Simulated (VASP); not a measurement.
# Cu in VASP: single point with LDA

Aim: the single point of Cu with LDA.

All numbers are computed with VASP 6.6.1; they aren't measurements. Logs are shortened: lines on timing, memory, paths and dates and some standing lists are left out, and cuts for length are marked.

**1. The cell of the first run**

The cell holds a slab with vacuum, 28 atoms: a = 7.467 Å, b = 7.467 Å, c = 15.520 Å, α = 90.00°, β = 90.00°, γ = 90.00°.

**2. Single point, LDA**

File INCAR:

```
PREC = Accurate
ENCUT = 520
EDIFF = 1E-6
ISMEAR = 0
SIGMA = 0.1
LREAL = False
LASPH = True
NELM = 120
ALGO = Normal
ISIF = 2
LWAVE = False
LCHARG = False
NBANDS = 174
GGA_COMPAT = False
NELMDL = -8
```

File KPOINTS:

```
Automatic mesh
0
Gamma
  3 3 1
```

File POSCAR:

```
Cu
1.0
    7.4670476093      0.0000000000      0.0000000000
    0.0000000000      7.4670476093      0.0000000000
    0.0000000000      0.0000000000     15.5200000000
Cu
28
Direct
    0.0000000000      0.0000000000      0.3865979381
    0.3333333508      0.0000000000      0.3865979381
    0.6666667015      0.0000000000      0.3865979381
    0.0000000000      0.3333333508      0.3865979381
    0.3333333508      0.3333333508      0.3865979381
    0.6666667015      0.3333333508      0.3865979381
    0.0000000000      0.6666667015      0.3865979381
    0.3333333508      0.6666667015      0.3865979381
    0.6666667015      0.6666667015      0.3865979381
    0.1747606374      0.1747609053      0.5001174613
    0.5037551917      0.1697140646      0.4977081186
    0.8403650718      0.1645965131      0.4951088918
    0.1697146002      0.5037555935      0.4977081186
    0.4982686859      0.4982681502      0.4958325387
    0.8322545034      0.5011845639      0.4951108247
    0.1645967810      0.8403652057      0.4951091495
    0.5011845639      0.8322543695      0.4951111469
    0.8327939402      0.8327938063      0.4962657216
    0.0062232093      0.0062230754      0.6086960696
    0.3508101377      0.0006185845      0.6061788660
    0.6754649580     -0.0087184391      0.6060853737
    0.0006181827      0.3508106734      0.6061784149
    0.3935528677      0.3935515285      0.6308789304
    0.6868246017      0.3194790130      0.6071481959
   -0.0087181713      0.6754648241      0.6060853737
    0.3194798165      0.6868240660      0.6071483892
    0.6544459411      0.6544455393      0.6072511598
    0.1977903553      0.1977920963      0.6890414948
```

Potentials or basis: VASP PAW LDA potentials, release 64 (Cu).

Run with:

```bash
> cat potpaw_LDA.64/Cu/POTCAR > POTCAR
> mpirun -np 1 vasp_std > vasp.out
```

OUTCAR:

```text
PREC = Accurate
   ENCUT = 520
   EDIFF = 1E-6
   ISMEAR = 0
   LREAL = False
   LASPH = True
   NELM = 120
   ISIF = 2
   NELMDL = -8

 ion  position               nearest neighbor table
   1  0.000  0.000  0.387-  12 2.40  16 2.40  18 2.45   7 2.49   3 2.49   2 2.49   4 2.49  10 2.55

   2  0.333  0.000  0.387-  16 2.42  17 2.44   8 2.49   3 2.49   5 2.49   1 2.49  11 2.49  10 2.49

   3  0.667  0.000  0.387-  17 2.44  18 2.45  12 2.46  11 2.46   1 2.49   9 2.49   2 2.49   6 2.49
[... 35 lines left out ...]
  21  0.675  0.991  0.606-  18 2.38  20 2.43  24 2.45  17 2.46  19 2.47  12 2.48  11 2.50  27 2.52

  22  0.001  0.351  0.606-  28 2.26  24 2.35  13 2.39  15 2.41  25 2.43  10 2.48  12 2.52  19 2.57

  23  0.394  0.394  0.631-  28 2.26  24 2.29  26 2.29  14 2.37  27 2.78  11 2.78  13 2.78
  24  0.687  0.319  0.607-  23 2.29  22 2.35  12 2.38  11 2.45  21 2.45  15 2.46  27 2.51  14 2.60

  25  0.991  0.675  0.606-  18 2.38  22 2.43  26 2.45  15 2.46  19 2.47  16 2.48  13 2.50  27 2.52

  26  0.319  0.687  0.607-  23 2.29  20 2.35  16 2.38  13 2.45  25 2.45  17 2.46  27 2.51  14 2.60

  27  0.654  0.654  0.607-  14 2.39  17 2.47  15 2.47  26 2.51  24 2.51  25 2.52  21 2.52  18 2.55
                            23 2.78
  28  0.198  0.198  0.689-  23 2.26  22 2.26  20 2.26  19 2.38

  LATTYP: Found a simple tetragonal cell.
 ALAT       =     7.4670476093
 C/A-ratio  =     2.0784653871

  Lattice vectors:

 A1 = (   7.4670476093,   0.0000000000,   0.0000000000)
 A2 = (   0.0000000000,   7.4670476093,   0.0000000000)
 A3 = (   0.0000000000,   0.0000000000,  15.5200000000)

Analysis of symmetry for initial positions (statically):
=====================================================================
 Subroutine PRICEL returns:
 Original cell was already a primitive cell.

 Routine SETGRP: Setting up the symmetry group for a
 simple tetragonal supercell.

 Subroutine GETGRP returns: Found  2 space group operations
 (whereof  2 operations were pure point group operations)
 out of a pool of 16 trial point group operations.

The static configuration has the point symmetry C_1h.

Analysis of symmetry for dynamics (positions and initial velocities):
=====================================================================
 Subroutine PRICEL returns:
 Original cell was already a primitive cell.

 Routine SETGRP: Setting up the symmetry group for a
 simple tetragonal supercell.

 Subroutine GETGRP returns: Found  2 space group operations
[... 138 lines left out ...]
   IBRION =     -1    ionic relax: 0-MD 1-quasi-New 2-CG
   NFREE  =      0    steps in history (QN), initial steepest desc. (CG)
   ISIF   =      2    stress and relaxation
   ISYM   =      2    0-nonsym 1-usesym 2-fastsym
   POTIM  = 0.5000    time-step for ionic-motion
   TEBEG  =    0.0;   TEEND  =   0.0 temperature during run
   PSTRESS=    0.0 pullay stress
   NELECT =     308.0000    total number of electrons
   NUPDOWN=      -1.0000    fix difference up-down
   EMIN   =  10.00;   EMAX   =-10.00  energy-range for DOS
   EFERMI =   0.00;   METHOD = LEGACY
   ISMEAR =     0;   SIGMA  =   0.10  broadening in eV -4-tet -1-fermi 0-gaus
   EFERMI_NEDOS =   21; number of points for ismear=-14 and -15
   IALGO  =     38    algorithm
   IMIX   =      4    mixing-type and parameters
     AMIX     =   0.40;   BMIX     =  1.00
     AMIX_MAG =   1.60;   BMIX_MAG =  1.00
  volume/ion in A,a.u.               =      30.91       208.56
  Fermi-wavevector in a.u.,A,eV,Ry     =   1.160188  2.192438 18.313950  1.346037
  Thomas-Fermi vector in A             =   2.296774
   LORBIT       =      0    0 simple, 1 ext, 2 COOP (PROOUT), +10 PAW based schemes
   GGA     = CA    functional components
   LHFCALC =     F    Hartree Fock is set to
   AEXX    =    0.0000 exact exchange contribution
   IVDW    =     0    specifies the selected vdW correction
   LEPSILON=     F    determine dielectric tensor
   LRPA    =     F    only Hartree local field effects (RPA)
 non-spin polarized calculation
 Gauss-broadening in eV      SIGMA  =   0.10
  energy-cutoff  :      520.00
  volume of cell :      865.35
 maximum number of plane-waves:     23346
   NGX = 27   NGY = 27   NGZ = 57

 number of electron     308.0000036 magnetization

 Free energy of the ion-electron system (eV)
  ---------------------------------------------------
  ext. energy  EPLUGINS =         0.00000000
  ---------------------------------------------------
  free energy    TOTEN  =      -116.90092344 eV

  energy without entropy =     -116.87007119  energy(sigma->0) =     -116.88549731

 E-fermi :  -0.2003     XC(G=0):  -6.0851

 val. band max:       -0.2665071671   @ k =   0.3333   0.0000   0.0000
 cond. band min:      -0.0488349848   @ k =  -0.3333   0.3333   0.0000
 fundamental gap:      0.2176721824
 Fermi energy:        -0.2003194189

 k-point     1 :       0.0000    0.0000    0.0000
  band No.  band energies     occupation
      1      -9.1227      2.00000
      2      -6.7641      2.00000
      3      -6.7475      2.00000
      4      -6.6639      2.00000
      5      -6.6362      2.00000
      6      -6.5568      2.00000
[... 665 lines left out ...]
    165       1.9573      0.00000
    166       2.0643      0.00000
 [bands above 166 left out]

------------------------ aborting loop because EDIFF is reached ----------------------------------------

  FORCE on cell =-STRESS in cart. coord.  units (eV):
  Direction    XX          YY          ZZ          XY          YZ          ZX
  --------------------------------------------------------------------------------------
  -------------------------------------------------------------------------------------
  Total       -8.3936120     -8.3936120      1.2154424     -0.9285195     -1.6306338     -1.6306337
  in kB      -15.5406763    -15.5406763      2.2503777     -1.7191432     -3.0190997     -3.0190997
  external PRESSURE =      -9.6103250 kB  Pullay stress =       0.0000000 kB

 VOLUME and BASIS-vectors are now :
 -----------------------------------------------------------------------------
  energy-cutoff  :      520.00
  volume of cell :      865.35
      direct lattice vectors                 reciprocal lattice vectors
     7.467047609  0.000000000  0.000000000     0.133921739  0.000000000  0.000000000
     0.000000000  7.467047609  0.000000000     0.000000000  0.133921739  0.000000000
     0.000000000  0.000000000 15.520000000     0.000000000  0.000000000  0.064432990

 POSITION                                       TOTAL-FORCE (eV/Angst)
 -----------------------------------------------------------------------------------
      0.00000      0.00000      6.00000         0.063354      0.063354     -0.095791
      2.48902      0.00000      6.00000         0.060931      0.122311      0.090533
      4.97803      0.00000      6.00000        -0.000425      0.038359     -0.068299
      0.00000      2.48902      6.00000         0.122311      0.060931      0.090533
      2.48902      2.48902      6.00000        -0.012241     -0.012241      0.080094
      4.97803      2.48902      6.00000         0.046221     -0.028717     -0.077981
[... 20 lines left out ...]
      4.88678      4.88678      9.42454        -0.006609     -0.006609      0.015607
      1.47691      1.47692     10.69392        -0.205544     -0.205544      0.441941
 -----------------------------------------------------------------------------------
    total drift:                               -0.004358     -0.003272     -0.003930

  FREE ENERGIE OF THE ION-ELECTRON SYSTEM (eV)
  ---------------------------------------------------
  free  energy   TOTEN  =      -116.9009234358 eV

  energy  without entropy=     -116.8700711866  energy(sigma->0) =     -116.88549731
```

OSZICAR:

```text
N       E                     dE             d eps       ncg     rms          rms(c)
DAV:   1     0.302014310287E+04    0.30201E+04   -0.13140E+05  1392   0.231E+03
DAV:   2     0.319508567798E+03   -0.27006E+04   -0.26427E+04  1392   0.508E+02
DAV:   3    -0.110804057098E+03   -0.43031E+03   -0.40439E+03  1410   0.251E+02
[... 24 lines left out ...]
DAV:  28    -0.116900915331E+03   -0.32036E-04   -0.37900E-06  1016   0.197E-02    0.247E-03
DAV:  29    -0.116900920362E+03   -0.50311E-05   -0.13507E-06   912   0.104E-02    0.124E-03
DAV:  30    -0.116900921750E+03   -0.13884E-05   -0.46846E-07   840   0.754E-03    0.825E-04
DAV:  31    -0.116900923223E+03   -0.14735E-05   -0.35562E-07   896   0.422E-03    0.491E-04
DAV:  32    -0.116900923436E+03   -0.21228E-06   -0.15175E-07   808   0.301E-03
   1 F= -.11690092E+03 E0= -.11688550E+03  d E =-.308522E-01
```

stdout:

```text
POSCAR found type information on POSCAR Cu
 POSCAR found :  1 types and      28 ions
 scaLAPACK will be used
 -----------------------------------------------------------------------------
|                                                                             |
|                                                                             |
|     You have a (more or less) 'large supercell' and for larger cells it     |
|     might be more efficient to use real-space projection operators.         |
|     Therefore, try LREAL= Auto in the INCAR file.                           |
|     Mind: For very accurate calculation, you might also keep the            |
|     reciprocal projection scheme (i.e. LREAL=.FALSE.).                      |
|                                                                             |
 -----------------------------------------------------------------------------

 LDA part: xc-table for (Slater(with rela. corr.)+CA(PZ))
 , standard interpolation
 POSCAR, INCAR and KPOINTS ok, starting setup
 FFT: planning ... GRIDC
 FFT: planning ... GRID_SOFT
 FFT: planning ... GRID
 WAVECAR not read
 entering main loop
```

Wall time 60 min (1 thread of Oxide Virtual Turin-like, shared host); peak memory 0.71 GiB.

Results:

```yaml
Free_energy: -116.9009 eV
Largest_force: 0.722 eV/Å
Band_gap_on_the_k_mesh: zero (bands 154 and 155 overlap by 0.98 eV)
```

Forces on the atoms (eV/Å):
```
Cu   0.063  0.063 -0.096
Cu   0.061  0.122  0.091
Cu   0.000  0.038 -0.068
Cu   0.122  0.061  0.091
Cu  -0.012 -0.012  0.080
Cu   0.046 -0.029 -0.078
Cu   0.038  0.000 -0.068
Cu  -0.029  0.046 -0.078
Cu   0.000  0.000 -0.181
Cu   0.006  0.006  0.001
Cu   0.021  0.026  0.000
Cu   0.010  0.018  0.020
Cu   0.026  0.021  0.000
Cu   0.049  0.049 -0.080
Cu   0.034 -0.021  0.027
Cu   0.018  0.010  0.020
Cu  -0.021  0.034  0.027
Cu  -0.002 -0.002 -0.026
Cu  -0.043 -0.043  0.022
Cu  -0.014  0.111  0.045
Cu  -0.005  0.006  0.052
Cu   0.111 -0.014  0.045
Cu  -0.372 -0.372 -0.494
Cu   0.051  0.047  0.070
Cu   0.006 -0.005  0.052
Cu   0.047  0.051  0.070
Cu  -0.007 -0.007  0.016
Cu  -0.206 -0.206  0.442
```

Caveat: there is no dipole correction, which matters where the two faces differ.

The gap in the log of VASP goes by the Fermi energy; the results here count the filled bands.